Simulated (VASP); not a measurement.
# KRh3 (Pm-3m) in VASP: relaxation of cell and atoms with r2SCAN

Aim: the relaxation of cell and atoms of KRh3 with r2SCAN.

All numbers are computed with VASP 6.6.1; they aren't measurements. Logs are shortened: lines on timing, memory, paths and dates and some standing lists are left out, and cuts for length are marked.

## 1. The cell of the first run

It takes space group Pm-3m (No. 221, cubic). The conventional cell has a = 4.092 Å, b = 4.092 Å, c = 4.092 Å, α = 90.00°, β = 90.00°, γ = 90.00°. Within 3.8 Å of K (site symmetry m-3m) lie 12 Rh at 2.89 Å. Within 3.8 Å of Rh (site symmetry 4/mmm) lie 4 K at 2.89 Å and 8 Rh at 2.89 Å.

## 2. Relaxation of cell and atoms, r2SCAN

POSCAR reads:

```
KRh3
1.0
    4.0916499360      0.0000000000      0.0000000000
    0.0000000000      4.0916499360      0.0000000000
    0.0000000000      0.0000000000      4.0916499360
K Rh
1 3
Direct
    0.0000000000      0.0000000000      0.0000000000
    0.0000000000      0.5000000000      0.5000000000
    0.5000000000      0.0000000000      0.5000000000
    0.5000000000      0.5000000000      0.0000000000
```

INCAR.step1 reads:

```
SYSTEM = KRh3
  ALGO = Normal
  EDIFF = 1E-4
  ENCUT = 600
  GGA = PE
  ISMEAR = 0
  KPAR = 4
  LASPH = .True.
  LCHARG = .False.
  LREAL = .False.
  LWAVE = .True.
  NELM = 80
  PREC = Accurate
  SIGMA = 0.1
```

INCAR.step2 reads:

```
SYSTEM = KRh3
  ALGO = Normal
  EDIFF = 1E-6
  EDIFFG = -0.01
  ENCUT = 600
  IBRION = 2
  ISIF = 3
  ISMEAR = 0
  ISTART = 1
  KPAR = 4
  LASPH = .True.
  LCHARG = .False.
  LMIXTAU = .True.
  LREAL = .False.
  LWAVE = .False.
  METAGGA = R2SCAN
  NELM = 80
  NSW = 100
  PREC = Accurate
  SIGMA = 0.1
```

KPOINTS reads:

```
k-points
0
Gamma
  12 12 12
  0 0 0
```

Potentials or basis: VASP PAW PBE potentials, release 64 (K_sv, Rh_pv).

Started as:

```
$ cat potpaw_PBE.64/K_sv/POTCAR potpaw_PBE.64/Rh_pv/POTCAR > POTCAR
$ cp INCAR.step1 INCAR
$ mpirun -np 4 vasp_std > vasp.out
$ cp INCAR.step2 INCAR
$ mpirun -np 4 vasp_std > vasp.out
```

OUTCAR:

```text
SYSTEM = KRh3
   EDIFF = 1E-6
   EDIFFG = -0.01
   ENCUT = 600
   IBRION = 2
   ISIF = 3
   ISMEAR = 0
   ISTART = 1
   LASPH = .True.
   LREAL = .False.
   METAGGA = R2SCAN
   NELM = 80
   NSW = 100
   PREC = Accurate

 ion  position               nearest neighbor table
   1  0.000  0.000  0.000-   2 2.89   3 2.89   4 2.89   2 2.89   3 2.89   2 2.89   4 2.89   2 2.89
                             3 2.89   4 2.89   3 2.89   4 2.89
   2  0.000  0.500  0.500-   1 2.89   3 2.89   4 2.89   1 2.89   4 2.89   1 2.89   3 2.89   1 2.89
                             3 2.89   4 2.89   4 2.89   3 2.89
   3  0.500  0.000  0.500-   1 2.89   2 2.89   4 2.89   1 2.89   4 2.89   2 2.89   4 2.89   4 2.89
                             1 2.89   2 2.89   1 2.89   2 2.89
   4  0.500  0.500  0.000-   1 2.89   2 2.89   3 2.89   2 2.89   3 2.89   1 2.89   3 2.89   3 2.89
                             1 2.89   2 2.89   2 2.89   1 2.89

  LATTYP: Found a simple cubic cell.
 ALAT       =     4.0916499360

  Lattice vectors:

 A1 = (   4.0916499360,   0.0000000000,   0.0000000000)
 A2 = (   0.0000000000,   4.0916499360,   0.0000000000)
 A3 = (   0.0000000000,   0.0000000000,   4.0916499360)

Analysis of symmetry for initial positions (statically):
=====================================================================
 Subroutine PRICEL returns:
 Original cell was already a primitive cell.

 Routine SETGRP: Setting up the symmetry group for a
 simple cubic supercell.

 Subroutine GETGRP returns: Found 48 space group operations
 (whereof 48 operations were pure point group operations)
 out of a pool of 48 trial point group operations.

The static configuration has the point symmetry O_h .

Analysis of symmetry for dynamics (positions and initial velocities):
=====================================================================
 Subroutine PRICEL returns:
 Original cell was already a primitive cell.

 Routine SETGRP: Setting up the symmetry group for a
 simple cubic supercell.

 Subroutine GETGRP returns: Found 48 space group operations
 (whereof 48 operations were pure point group operations)
 out of a pool of 48 trial point group operations.

The dynamic configuration has the point symmetry O_h .

 Subroutine INISYM returns: Found 48 space group operations
 (whereof 48 operations are pure point group operations),
 and found     1 'primitive' translations

----------------------------------------------------------------------------------------

                                     Primitive cell

  volume of cell :      68.5008

  direct lattice vectors                    reciprocal lattice vectors
     4.091649936  0.000000000  0.000000000     0.244400185  0.000000000  0.000000000
[... 106 lines left out ...]
   EFERMI_NEDOS =   21; number of points for ismear=-14 and -15
   IALGO  =     38    algorithm
   IMIX   =      4    mixing-type and parameters
     AMIX     =   0.40;   BMIX     =  1.00
     AMIX_MAG =   1.60;   BMIX_MAG =  1.00
  volume/ion in A,a.u.               =      17.13       115.57
  Fermi-wavevector in a.u.,A,eV,Ry     =   1.512310  2.857852 31.117651  2.287083
  Thomas-Fermi vector in A             =   2.622252
   LORBIT       =      0    0 simple, 1 ext, 2 COOP (PROOUT), +10 PAW based schemes
   METAGGA = R2SCAN    functional components
   LHFCALC =     F    Hartree Fock is set to
   AEXX    =    0.0000 exact exchange contribution
   IVDW    =     0    specifies the selected vdW correction
   LEPSILON=     F    determine dielectric tensor
   LRPA    =     F    only Hartree local field effects (RPA)
 conjugate gradient relaxation of ions
 non-spin polarized calculation
 Gauss-broadening in eV      SIGMA  =   0.10
  energy-cutoff  :      600.00
  volume of cell :       68.50
 maximum number of plane-waves:      2320
 NGX is ok and might be reduce to    36
   NGX = 17   NGY = 17   NGZ = 17

--------------------------------------- Ionic step        1  -------------------------------------------

 number of electron      53.9999998 magnetization

 Free energy of the ion-electron system (eV)
  ---------------------------------------------------
  ext. energy  EPLUGINS =         0.00000000
  ---------------------------------------------------
  free energy    TOTEN  =       -74.39412376 eV

  energy without entropy =      -74.36057424  energy(sigma->0) =      -74.37734900

------------------------ aborting loop because EDIFF is reached ----------------------------------------

  FORCE on cell =-STRESS in cart. coord.  units (eV):
  Direction    XX          YY          ZZ          XY          YZ          ZX
  --------------------------------------------------------------------------------------
  -------------------------------------------------------------------------------------
  Total       -1.2197823     -1.2197823     -1.2197823      0.0000000      0.0000000     -0.0000000
  in kB      -28.5297189    -28.5297189    -28.5297189      0.0000000      0.0000000     -0.0000000
  external PRESSURE =     -28.5297189 kB  Pullay stress =       0.0000000 kB
[... 63 lines left out ...]
--------------------------------------- Ionic step        3  -------------------------------------------

 number of electron      53.9999983 magnetization

 Free energy of the ion-electron system (eV)
  ---------------------------------------------------
  ext. energy  EPLUGINS =         0.00000000
  ---------------------------------------------------
  free energy    TOTEN  =       -74.40991761 eV

  energy without entropy =      -74.37762164  energy(sigma->0) =      -74.39376962

 E-fermi :   6.8625     XC(G=0): -13.0511

 val. band max:        6.8567108976   @ k =   0.2500   0.1667   0.0833
 cond. band min:       6.8664836273   @ k =   0.3333   0.0833   0.0000
 fundamental gap:      0.0097727297
 Fermi energy:         6.8624871519

 k-point     1 :       0.0000    0.0000    0.0000
  band No.  band energies     occupation
      1     -40.1856      2.00000
      2     -40.1856      2.00000
      3     -40.1856      2.00000
      4     -39.9371      2.00000
      5     -39.9371      2.00000
      6     -39.9371      2.00000
[... 829 lines left out ...]
     31      11.0175      0.00000
     32      12.1885      0.00000

 [... further k-points ...]

------------------------ aborting loop because EDIFF is reached ----------------------------------------

  FORCE on cell =-STRESS in cart. coord.  units (eV):
  Direction    XX          YY          ZZ          XY          YZ          ZX
  --------------------------------------------------------------------------------------
  -------------------------------------------------------------------------------------
  Total       -0.0037607     -0.0037607     -0.0037607      0.0000000      0.0000000      0.0000000
  in kB       -0.0902421     -0.0902421     -0.0902421      0.0000000      0.0000000      0.0000000
  external PRESSURE =      -0.0902421 kB  Pullay stress =       0.0000000 kB
[... 19 lines left out ...]
  FREE ENERGIE OF THE ION-ELECTRON SYSTEM (eV)
  ---------------------------------------------------
  free  energy   TOTEN  =       -74.4099176089 eV

  energy  without entropy=      -74.3776216405  energy(sigma->0) =      -74.39376962

 reached required accuracy - stopping structural energy minimisation
```

OUTCAR.step1:

```text
SYSTEM = KRh3
   EDIFF = 1E-4
   ENCUT = 600
   GGA = PE
   ISMEAR = 0
   LASPH = .True.
   LREAL = .False.
   NELM = 80
[... 1071 lines left out ...]
      0.00000      2.04582      2.04582         0.000000      0.000000      0.000000
      2.04582      0.00000      2.04582         0.000000      0.000000      0.000000
      2.04582      2.04582      0.00000         0.000000      0.000000      0.000000
 -----------------------------------------------------------------------------------
    total drift:                                0.000000      0.000000      0.000000

  FREE ENERGIE OF THE ION-ELECTRON SYSTEM (eV)
  ---------------------------------------------------
  free  energy   TOTEN  =       -18.7570561077 eV

  energy  without entropy=      -18.7210616124  energy(sigma->0) =      -18.73905886
```

OSZICAR.step1:

```text
N       E                     dE             d eps       ncg     rms          rms(c)
DAV:   1     0.693594410651E+03    0.69359E+03   -0.36158E+04  5376   0.207E+03
DAV:   2     0.457876293982E+01   -0.68902E+03   -0.67745E+03  5904   0.597E+02
DAV:   3    -0.188873907458E+02   -0.23466E+02   -0.22857E+02  6512   0.111E+02
DAV:   4    -0.196826055525E+02   -0.79521E+00   -0.79384E+00  8392   0.152E+01
DAV:   5    -0.196891491687E+02   -0.65436E-02   -0.65429E-02  6400   0.142E+00    0.207E+01
DAV:   6    -0.188074795453E+02    0.88167E+00   -0.63388E+00  6064   0.160E+01    0.710E+00
DAV:   7    -0.187626060497E+02    0.44873E-01   -0.40914E-01  5952   0.468E+00    0.545E+00
DAV:   8    -0.187585551713E+02    0.40509E-02   -0.49964E-02  6968   0.146E+00    0.569E-01
DAV:   9    -0.187571241871E+02    0.14310E-02   -0.55666E-03  6384   0.542E-01    0.195E-01
DAV:  10    -0.187570561077E+02    0.68079E-04   -0.58115E-04  5632   0.120E-01
   1 F= -.18757056E+02 E0= -.18739059E+02  d E =-.359945E-01
```

Wall time 4.7 min (4 MPI ranks of Intel Xeon 6975P-C (Granite Rapids), shared host); peak memory 0.36 GiB.

Results:

| Quantity | Value |
| --- | --- |
| Free energy | -74.4099 eV |
| Relaxed volume | 16.69 Å³/atom |
| Relaxed cell | a = 4.057 Å, b = 4.057 Å, c = 4.057 Å, α = 90.00°, β = 90.00°, γ = 90.00° |
| Space group after relaxing (to 0.1 Å) | Pm-3m (No. 221) |
| Energy gained by relaxing | 3.9 meV/atom |
| Ionic steps | 3 |
| Pressure after relaxing | 0.0 GPa |
| Band gap on the k mesh | zero (bands 27 and 28 overlap by 1.64 eV) |

Step by step:
```tsv
step	energy change (eV)	largest force (eV/Å)	pressure (GPa)	volume (Å³)
1	0.0000	0.0000	-2.85	68.50
2	-0.0068	0.0000	2.41	65.52
3	-0.0158	0.0000	-0.01	66.77
```

Final structure:
```xyz
4
Lattice="4.0569 0.0000 0.0000 0.0000 4.0569 0.0000 0.0000 0.0000 4.0569" Properties=species:S:1:pos:R:3 pbc="T T T"
K     0.0000    0.0000    0.0000
Rh    0.0000    2.0284    2.0284
Rh    2.0284    0.0000    2.0284
Rh    2.0284    2.0284    0.0000
```

Levels at points of the mesh, in eV from the Fermi level:
| k point | band 25 | band 26 | band 27 | band 28 | band 29 | band 30 |
| --- | --- | --- | --- | --- | --- | --- |
| (0.00, 0.00, 0.00) | 0.15 | 0.99 | 1.33 | 1.33 | 1.33 | 5.32 |
| (0.50, 0.00, 0.00) | -0.41 | -0.41 | -0.38 | -0.23 | 0.29 | 1.34 |
| (0.50, 0.50, 0.00) | -0.81 | -0.81 | -0.47 | -0.27 | -0.25 | 2.29 |
| (0.50, 0.50, 0.50) | -0.45 | 1.02 | 1.02 | 1.02 | 1.33 | 4.22 |

Caveat: the PAW data sets were made with another functional, which shifts forces and pressure a little.
